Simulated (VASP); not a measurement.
# AlN (P1) in VASP: single point with PBE

Aim: the single point of AlN with PBE.

Program: VASP 6.6.1. These are calculated values, not measurements. Logs are shortened: lines on timing, memory, paths and dates and some standing lists are left out, and cuts for length are marked.

## (1) The cell of the first run

The typed cell holds 8 atoms: a = 4.529 Å, b = 4.190 Å, c = 4.356 Å, α = 88.99°, β = 85.94°, γ = 89.68°.

## (2) Single point, PBE (atoms moved at random and the cell strained at random)

INCAR

```
SYSTEM = AlN
PREC = Accurate
ENCUT = 520
EDIFF = 1E-7
ISMEAR = 0
SIGMA = 0.05
LREAL = .False.
LASPH = .True.
NELM = 60
ALGO = Normal
ISIF = 2
LWAVE = .False.
LCHARG = .False.
GGA = PE
NBANDS = 26
```

KPOINTS

```
regular mesh
0
Gamma
  6 6 6
  0 0 0
```

POSCAR

```
AlN
1.0
    4.5262047796     -0.0114536687     -0.1573443012
    0.0114536687     -4.1894592586     -0.0373288151
    0.1573443012     -0.0373288151     -4.3526812149
Al N
4 4
Direct
    0.4958791877      0.4916523523      1.0005195462
    0.0079179881     -0.0003424315      0.9951605398
    0.0058195461      0.4947030668      0.4996668359
    0.5001978247      0.0007120647      0.5077351141
    0.7504236959      0.7588421980      0.7436186243
    0.2670867716      0.2562300675      0.7711397820
    0.2376044915      0.7455124762      0.2368210091
    0.7350704945      0.2526902059      0.2453385487
```

Potentials or basis: VASP PAW PBE potentials, release 64 (Al, N).

Started as:

```console
$ cat potpaw_PBE.64/Al/POTCAR potpaw_PBE.64/N/POTCAR > POTCAR
$ mpirun -np 1 vasp_std > vasp.out
```

OUTCAR:

```text
SYSTEM = AlN
   PREC = Accurate
   ENCUT = 520
   EDIFF = 1E-7
   ISMEAR = 0
   LREAL = .False.
   LASPH = .True.
   NELM = 60
   ISIF = 2
   GGA = PE

 ion  position               nearest neighbor table
   1  0.496  0.492  0.001-   6 1.80   7 1.85   8 1.85   5 1.90   4 2.99   3 2.99   4 3.00   4 3.00
                             2 3.03   2 3.06   3 3.06   2 3.09   4 3.10   2 3.15   3 3.22   3 3.28
   2  0.008  1.000  0.995-   6 1.82   7 1.85   8 1.92   5 1.95   3 2.97   4 2.97   3 3.02   1 3.03
                             3 3.05   3 3.05   1 3.06   4 3.09   1 3.09   1 3.15   4 3.24   4 3.27
   3  0.006  0.495  0.500-   7 1.82   5 1.88   6 1.98   8 2.00   2 2.97   1 2.99   2 3.02   4 3.04
                             2 3.05   2 3.05   1 3.06   4 3.09   4 3.09   4 3.11   1 3.22   1 3.28
   4  0.500  0.001  0.508-   8 1.83   6 1.85   5 1.87   7 2.05   2 2.97   1 2.99   1 3.00   1 3.00
                             3 3.04   2 3.09   3 3.09   3 3.09   1 3.10   3 3.11   2 3.24   2 3.27
   5  0.750  0.759  0.744-   4 1.87   3 1.88   1 1.90   2 1.95
   6  0.267  0.256  0.771-   1 1.80   2 1.82   4 1.85   3 1.98
   7  0.238  0.746  0.237-   3 1.82   1 1.85   2 1.85   4 2.05
   8  0.735  0.253  0.245-   4 1.83   1 1.85   2 1.92   3 2.00

  LATTYP: Found a triclinic cell.
 ALAT       =     4.3556841516
 B/A-ratio  =     1.0397800108
 C/A-ratio  =     0.9618790226
 COS(alpha) =     0.0055705684
 COS(beta)  =     0.0175721671
 COS(gamma) =     0.0708415680

  Lattice vectors:

 A1 = (   0.1573443012,  -0.0373288151,  -4.3526812149)
 A2 = (   4.5262047796,  -0.0114536687,  -0.1573443012)
 A3 = (   0.0114536687,  -4.1894592586,  -0.0373288151)

Analysis of symmetry for initial positions (statically):
=====================================================================
 Subroutine PRICEL returns:
 Original cell was already a primitive cell.

 Routine SETGRP: Setting up the symmetry group for a
 triclinic supercell.

 Subroutine GETGRP returns: Found  1 space group operations
 (whereof  1 operations were pure point group operations)
 out of a pool of  2 trial point group operations.

The static configuration has the point symmetry C_1 .

Analysis of symmetry for dynamics (positions and initial velocities):
=====================================================================
 Subroutine PRICEL returns:
 Original cell was already a primitive cell.

 Routine SETGRP: Setting up the symmetry group for a
 triclinic supercell.

 Subroutine GETGRP returns: Found  1 space group operations
 (whereof  1 operations were pure point group operations)
 out of a pool of  2 trial point group operations.

The dynamic configuration has the point symmetry C_1 .

[... 120 lines left out ...]
   PSTRESS=    0.0 pullay stress
   NELECT =      32.0000    total number of electrons
   NUPDOWN=      -1.0000    fix difference up-down
   EMIN   =  10.00;   EMAX   =-10.00  energy-range for DOS
   EFERMI =   0.00;   METHOD = LEGACY
   ISMEAR =     0;   SIGMA  =   0.05  broadening in eV -4-tet -1-fermi 0-gaus
   EFERMI_NEDOS =   21; number of points for ismear=-14 and -15
   IALGO  =     38    algorithm
   IMIX   =      4    mixing-type and parameters
     AMIX     =   0.40;   BMIX     =  1.00
     AMIX_MAG =   1.60;   BMIX_MAG =  1.00
  volume/ion in A,a.u.               =      10.30        69.53
  Fermi-wavevector in a.u.,A,eV,Ry     =   1.194270  2.256842 19.405714  1.426280
  Thomas-Fermi vector in A             =   2.330264
   LORBIT       =      0    0 simple, 1 ext, 2 COOP (PROOUT), +10 PAW based schemes
   GGA     = PE    functional components
   LHFCALC =     F    Hartree Fock is set to
   AEXX    =    0.0000 exact exchange contribution
   IVDW    =     0    specifies the selected vdW correction
   LEPSILON=     F    determine dielectric tensor
   LRPA    =     F    only Hartree local field effects (RPA)
 non-spin polarized calculation
 Gauss-broadening in eV      SIGMA  =   0.05
  energy-cutoff  :      520.00
  volume of cell :       82.43
 maximum number of plane-waves:      2236
 NGX is ok and might be reduce to    36
   NGX = 17   NGY = 15   NGZ = 17

 number of electron      32.0000004 magnetization

 Free energy of the ion-electron system (eV)
  ---------------------------------------------------
  ext. energy  EPLUGINS =         0.00000000
  ---------------------------------------------------
  free energy    TOTEN  =       -58.57269534 eV

  energy without entropy =      -58.57269534  energy(sigma->0) =      -58.57269534

 E-fermi :   6.5009     XC(G=0): -10.9859

 val. band max:        6.2857505734   @ k =   0.0000   0.0000   0.0000
 cond. band min:       9.0672112547   @ k =   0.0000   0.0000   0.0000
 fundamental gap:      2.7814606813
 Fermi energy:         6.5009296393

 k-point     1 :       0.0000    0.0000    0.0000
  band No.  band energies     occupation
      1      -8.9913      2.00000
      2      -6.4612      2.00000
      3      -6.2361      2.00000
      4      -5.9753      2.00000
      5       0.7945      2.00000
      6       1.1584      2.00000
[... 685 lines left out ...]
     25      16.9815      0.00000
     26      17.3327      0.00000

 [... further k-points ...]

------------------------ aborting loop because EDIFF is reached ----------------------------------------

  FORCE on cell =-STRESS in cart. coord.  units (eV):
  Direction    XX          YY          ZZ          XY          YZ          ZX
  --------------------------------------------------------------------------------------
  -------------------------------------------------------------------------------------
  Total        1.5674726      6.6354382      5.2547130      0.2105872     -2.5513686      6.3586383
  in kB       30.4679438    128.9771524    102.1391357      4.0933155    -49.5925434    123.5968198
  external PRESSURE =      87.1947440 kB  Pullay stress =       0.0000000 kB

 VOLUME and BASIS-vectors are now :
 -----------------------------------------------------------------------------
  energy-cutoff  :      520.00
  volume of cell :       82.43
      direct lattice vectors                 reciprocal lattice vectors
     4.526204780 -0.011453669 -0.157344301     0.221214830  0.000533574  0.007992080
     0.011453669 -4.189459259 -0.037328815    -0.000533574 -0.238713817  0.002027934
     0.157344301 -0.037328815 -4.352681215    -0.007992080  0.002027934 -0.230049746

 POSITION                                       TOTAL-FORCE (eV/Angst)
 -----------------------------------------------------------------------------------
      2.25016     -2.06546     -0.09864         1.132196     -1.108492     -0.275346
      0.20387     -4.22526     -4.37018        -1.625411      0.414044     -0.489526
      0.11063     -2.09126     -2.19427        -0.944784      0.381294     -0.185538
      2.34390     -0.02767     -2.28874        -0.182023      0.793289      0.748663
      3.52227     -3.21549     -3.38314         0.468013      0.338095     -0.451422
      1.33316     -1.10531     -3.40811        -1.486210      0.071241      2.161859
      1.12125     -3.13486     -1.09602         1.033407     -0.800081     -1.157923
      3.36858     -1.07621     -1.19297         1.604812     -0.089390     -0.350768
 -----------------------------------------------------------------------------------
    total drift:                                0.001240      0.000572      0.000711

  FREE ENERGIE OF THE ION-ELECTRON SYSTEM (eV)
  ---------------------------------------------------
  free  energy   TOTEN  =       -58.5726953372 eV

  energy  without entropy=      -58.5726953372  energy(sigma->0) =      -58.57269534
```

Wall time 4.8 min (1 thread of AMD EPYC 7R43 (Zen 3), shared host); peak memory 0.26 GiB.

Results:

```
Free energy            : -58.5727 eV
Pressure               : 8.7 GPa
Largest force          : 2.624 eV/Å
Band gap on the k mesh : 2.78 eV
```

Forces on the atoms (eV/Å):
```
Al   1.132 -1.108 -0.275
Al  -1.625  0.414 -0.490
Al  -0.945  0.381 -0.186
Al  -0.182  0.793  0.749
N    0.468  0.338 -0.451
N   -1.486  0.071  2.162
N    1.033 -0.800 -1.158
N    1.605 -0.089 -0.351
```

Levels at points of the mesh, in eV from the valence-band top:
```csv
k point,band 12,band 13,band 14,band 15,band 16,band 17,band 18,band 19,band 20,band 21
"(0.00, 0.00, 0.00)",-1.69,-1.60,-0.46,-0.05,0.00,2.78,3.15,3.35,4.03,8.02
"(0.50, 0.00, 0.00)",-2.80,-1.19,-1.05,-0.76,-0.74,5.27,5.34,5.48,5.97,9.66
"(0.00, 0.50, 0.00)",-2.69,-1.78,-1.60,-1.06,-0.88,5.65,5.69,6.16,6.54,9.57
"(0.50, 0.50, 0.00)",-2.38,-0.94,-0.85,-0.66,-0.50,7.20,7.30,7.51,8.06,8.36
"(0.00, 0.00, 0.50)",-2.63,-1.38,-1.22,-1.09,-0.93,5.40,5.62,5.72,6.18,9.87
"(0.50, 0.00, 0.50)",-2.19,-1.26,-1.10,-0.76,-0.57,6.65,7.15,7.29,7.79,8.32
"(0.00, 0.50, 0.50)",-2.72,-0.67,-0.59,-0.35,-0.19,7.15,7.42,7.54,8.19,9.17
"(0.50, 0.50, 0.50)",-0.62,-0.60,-0.52,-0.28,-0.11,6.35,6.70,7.37,7.54,9.05
```

Caveat: the cell differs from its parent crystal (atoms moved at random and the cell strained at random); the cell stands under pressure; forces of over 1 eV/Å act on the atoms, so gaps and moduli don't describe the material at rest.
